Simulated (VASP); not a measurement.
# W3C in VASP: a series of runs, part 2 of 2

VASP 6.6.1.

## (3) Single point, PBE

Contents of INCAR:

```
SYSTEM = W3C
ALGO     = Normal         ! electronic algorithm
DIPOL    = 0.5 0.5 0.334
EDIFF    = 1E-6           ! SCF threshold, eV
ENCUT    = 520            ! plane-wave cutoff, eV
GGA      = PE             ! functional
IDIPOL   = 3            
ISIF     = 2              ! what is computed and relaxed
ISMEAR   = 0              ! smearing method
LASPH    = .TRUE.         ! aspherical terms in the spheres
LCHARG   = .TRUE.         ! write CHGCAR
LDIPOL   = .TRUE.       
LELF     = .TRUE.         ! ELF
LREAL    = .FALSE.        ! projectors in reciprocal space
LVACPOTAV= .TRUE.       
LVHAR    = .TRUE.       
LWAVE    = .FALSE.        ! write WAVECAR
NBANDS   = 31             ! bands
NELM     = 100            ! most SCF steps
PREC     = Accurate       ! precision mode
SIGMA    = 0.1            ! smearing width, eV
```

Contents of KPOINTS:

```
k-points
0
G
  9 9 1
  0 0 0
```

Contents of POSCAR:

```
W3C
1.0
    2.8545944806      0.0000000000      0.0000000000
   -1.4272972403      2.4721513377      0.0000000000
    0.0000000000      0.0000000000     21.6971108210
W C
3 1
Direct
    0.6666666667      0.3333333333      0.1843563428
    0.3333333333      0.6666666667      0.2926027619
    0.0000000000      0.0000000000      0.4008418859
    0.6666666667     -0.6666666667      0.4593750248
```

Potentials or basis: VASP PAW PBE potentials, release 64 (W_sv, C).

The run is started by

```
$ cat potpaw_PBE.64/W_sv/POTCAR potpaw_PBE.64/C/POTCAR > POTCAR
$ mpirun -np 1 vasp_std > vasp.out
```

OUTCAR:

```text
SYSTEM = W3C
   EDIFF = 1E-6
   ENCUT = 520
   GGA = PE
   ISIF = 2
   ISMEAR = 0
   LASPH = .TRUE.
   LREAL = .FALSE.
   NELM = 100
   PREC = Accurate

 ion  position               nearest neighbor table
   1  0.667  0.333  0.184-   2 2.87   2 2.87   2 2.87
   2  0.333  0.667  0.293-   3 2.87   3 2.87   3 2.87   1 2.87   1 2.87   1 2.87
   3  0.000  0.000  0.401-   4 2.08   4 2.08   4 2.08   2 2.87   2 2.87   2 2.87
   4  0.667  0.333  0.459-   3 2.08   3 2.08   3 2.08

  LATTYP: Found a hexagonal cell.
 ALAT       =     2.8545944806
 C/A-ratio  =     7.6007681541
[... 597 lines left out ...]
  -------------------------------------------------------------------------------------
  Total       -0.1351349     -0.1351349     -2.4677151      0.0000000      0.0000000      0.0000000
  in kB       -1.4140241     -1.4140241    -25.8216634      0.0000000      0.0000000      0.0000000
  external PRESSURE =      -9.5499039 kB  Pullay stress =       0.0000000 kB

 VOLUME and BASIS-vectors are now :
 -----------------------------------------------------------------------------
  energy-cutoff  :      520.00
  volume of cell :      153.12
      direct lattice vectors                 reciprocal lattice vectors
     2.854594481  0.000000000  0.000000000     0.350312455  0.202252990  0.000000000
    -1.427297240  2.472151338  0.000000000     0.000000000  0.404505980  0.000000000
     0.000000000  0.000000000 21.697110821     0.000000000  0.000000000  0.046089086

 POSITION                                       TOTAL-FORCE (eV/Angst)
 -----------------------------------------------------------------------------------
      1.42730      0.82405      4.00000        -0.000000     -0.000000     -0.179610
     -0.00000      1.64810      6.34863         0.000000      0.000000     -0.123464
      0.00000      0.00000      8.69711        -0.000000      0.000000      3.107985
      1.42730      0.82405      9.96711         0.000000     -0.000000     -2.804911
 -----------------------------------------------------------------------------------
    total drift:                               -0.000000      0.000000     -0.000445

  FREE ENERGIE OF THE ION-ELECTRON SYSTEM (eV)
  ---------------------------------------------------
  free  energy   TOTEN  =       -43.3371702044 eV

  energy  without entropy=      -43.3085663191  energy(sigma->0) =      -43.32286826

 vacuum level on the upper side and lower side of the slab         6.245         5.283
```

Run time: 4.1 min. Hardware: 1 thread of Intel Xeon 8259CL, shared host; peak memory 0.31 GiB.

Results:

```yaml
Free_energy: -43.3372 eV
Largest_force: 3.108 eV/Å
Band_gap_on_the_k_mesh: zero (bands 23 and 24 overlap by 1.13 eV)
```

Forces in eV/Å, atoms in the order of the input:
```
W    0.000  0.000 -0.180
W    0.000  0.000 -0.123
W    0.000  0.000  3.108
C    0.000  0.000 -2.805
```

Caveat: spin-orbit coupling is left out, which moves the levels of the heavy elements.

## (4) Single point, PBE

Contents of INCAR:

```
SYSTEM = W3C
ALGO = Normal ; DIPOL = 0.5 0.5 0.344
EDIFF = 1E-7 ; ENCUT = 520
GGA = PE ; IDIPOL = 3
ISIF = 2 ; ISMEAR = 0
LASPH = .TRUE. ; LCHARG = .TRUE.
LDIPOL = .TRUE. ; LELF = .TRUE.
LREAL = .FALSE. ; LVACPOTAV = .TRUE.
LVHAR = .TRUE. ; LWAVE = .FALSE.
NBANDS = 31 ; NELM = 80
PREC = Accurate ; SIGMA = 0.1
```

KPOINTS is that of step 3.

POSCAR, as its differences from that of step 3:

```diff
@@ -11,2 +11,2 @@
     0.0000000000      0.0000000000      0.4008418859
-    0.6666666667     -0.6666666667      0.4593750248
+    0.6666666667     -0.6666666667      0.4980898568
```

The run is started by

```
$ cat potpaw_PBE.64/W_sv/POTCAR potpaw_PBE.64/C/POTCAR > POTCAR
$ mpirun -np 1 vasp_std > vasp.out
```

Wall time 4.7 min (1 thread of Intel Xeon 8259CL, shared host); peak memory 0.31 GiB.

Results (log left out):

| Property | Result |
| --- | --- |
| Free energy | -40.3122 eV |
| Largest force | 2.903 eV/Å |
| Band gap on the k mesh | zero (bands 23 and 24 overlap by 0.96 eV) |

Forces in eV/Å, atoms in the order of the input:
```
W    0.000  0.000 -0.088
W    0.000  0.000 -0.193
W    0.000  0.000  2.903
C    0.000  0.000 -2.622
```

Levels at points of the mesh, in eV from the Fermi level:
```tsv
k point	band 20	band 21	band 22	band 23	band 24	band 25	band 26	band 27
(0.00, 0.00, 0.00)	-0.49	-0.49	-0.25	-0.25	0.04	0.04	0.22	2.39
```

Caveat: spin-orbit coupling is left out, which moves the levels of the heavy elements.

## (5) Single point, PBE

Contents of INCAR:

```
ALGO = Normal
DIPOL = 0.5 0.5 0.353
EDIFF = 1E-6
ENCUT = 520
GGA = PE
IDIPOL = 3
ISIF = 2
ISMEAR = 0
LASPH = T
LCHARG = F
LDIPOL = T
LREAL = F
LWAVE = F
NBANDS = 31
NELM = 60
PREC = Accurate
SIGMA = 0.1
```

Contents of KPOINTS:

```
k-points
0
Gamma
  9 9 1
```

POSCAR, as its differences from that of step 4:

```diff
@@ -11,2 +11,2 @@
     0.0000000000      0.0000000000      0.4008418859
-    0.6666666667     -0.6666666667      0.4980898568
+    0.6666666667     -0.6666666667      0.5358829070
```

The run is started by

```
$ cat potpaw_PBE.64/W_sv/POTCAR potpaw_PBE.64/C/POTCAR > POTCAR
$ mpirun -np 1 vasp_std > vasp.out
```

Run time: 3.8 min. Hardware: 1 thread of Intel Xeon 8259CL, shared host; peak memory 0.3 GiB.

The run converged. Its results:

```yaml
Free_energy: -38.4917 eV
Largest_force: 1.620 eV/Å
Band_gap_on_the_k_mesh: zero (bands 23 and 24 overlap by 0.86 eV)
```

Forces in eV/Å, atoms in the order of the input:
```
W    0.000  0.000 -0.020
W    0.000  0.000 -0.067
W    0.000  0.000  1.620
C    0.000  0.000 -1.533
```

Levels at points of the mesh, in eV from the Fermi level:
```
           k point  band 19  band 20  band 21  band 22  band 23  band 24  band 25  band 26  band 27  band 28
(0.00, 0.00, 0.00)    -1.02    -0.50    -0.50    -0.20    -0.20     0.07     0.07     0.18     2.38     2.38
```

Caveat: spin-orbit coupling is left out, which moves the levels of the heavy elements.

## (6) Single point, PBE

Contents of INCAR:

```
PREC     = Accurate       # precision mode
ENCUT    = 520            # plane-wave cutoff, eV
EDIFF    = 1E-6           # SCF threshold, eV
ISMEAR   = 0              # smearing method
SIGMA    = 0.1            # smearing width, eV
LREAL    = False          # projectors in reciprocal space
LASPH    = True           # aspherical terms in the spheres
NELM     = 100            # most SCF steps
ALGO     = Normal         # electronic algorithm
ISIF     = 2              # what is computed and relaxed
LWAVE    = False          # write WAVECAR
LCHARG   = False          # write CHGCAR
LDIPOL   = True         
IDIPOL   = 3            
DIPOL    = 0.5 0.5 0.367
GGA      = PE             # functional
NBANDS   = 31             # bands
```

Contents of KPOINTS:

```
Automatic mesh
0
Gamma
  9 9 1
```

POSCAR, as its differences from that of step 5:

```diff
@@ -11,2 +11,2 @@
     0.0000000000      0.0000000000      0.4008418859
-    0.6666666667     -0.6666666667      0.5358829070
+    0.6666666667     -0.6666666667      0.5911898099
```

Potentials or basis: VASP PAW PBE potentials, release 64 (W_sv, C).

The run is started by

```
$ cat potpaw_PBE.64/W_sv/POTCAR potpaw_PBE.64/C/POTCAR > POTCAR
$ mpirun -np 1 vasp_std > vasp.out
```

It took 4.5 min on 1 thread of Intel Xeon 8259CL, shared host; peak memory 0.31 GiB.

Results (log left out):

* Free energy: -37.5928 eV
* Largest force: 0.242 eV/Å
* Band gap on the k mesh: zero (bands 23 and 24 overlap by 1.21 eV)

Forces in eV/Å, atoms in the order of the input:
```
W    0.000  0.000 -0.113
W    0.000  0.000  0.094
W    0.000  0.000  0.242
C    0.000  0.000 -0.223
```

Levels at points of the mesh, in eV from the Fermi level:
```
           k point  band 21  band 22  band 23  band 24  band 25  band 26
(0.00, 0.00, 0.00)    -0.50    -0.14    -0.14    -0.07     0.10     0.10
```

Caveat: spin-orbit coupling is left out, which moves the levels of the heavy elements.

## (7) The runs side by side

| cell | gap on the mesh (eV) | largest force (eV/Å) |
| --- | --- | --- |
| as given, atomic positions A | none | 0.23 |
| as given, atomic positions B | none | 3.11 |
| as given, atomic positions C | none | 2.90 |
| as given, atomic positions D | none | 1.62 |
| as given, atomic positions E | none | 0.24 |

Alike in all rows: task single point; level PBE; potentials or basis VASP PAW PBE potentials, release 64 (W_sv, C); no spin polarisation; k mesh 9 × 9 × 1; cutoff (eV) 520; smearing gaussian 0.1 eV.

Caveats: spin-orbit coupling is left out, which moves the levels of the heavy elements.

Total energies depend on the potentials used, so only differences within one code and one set of settings carry meaning.
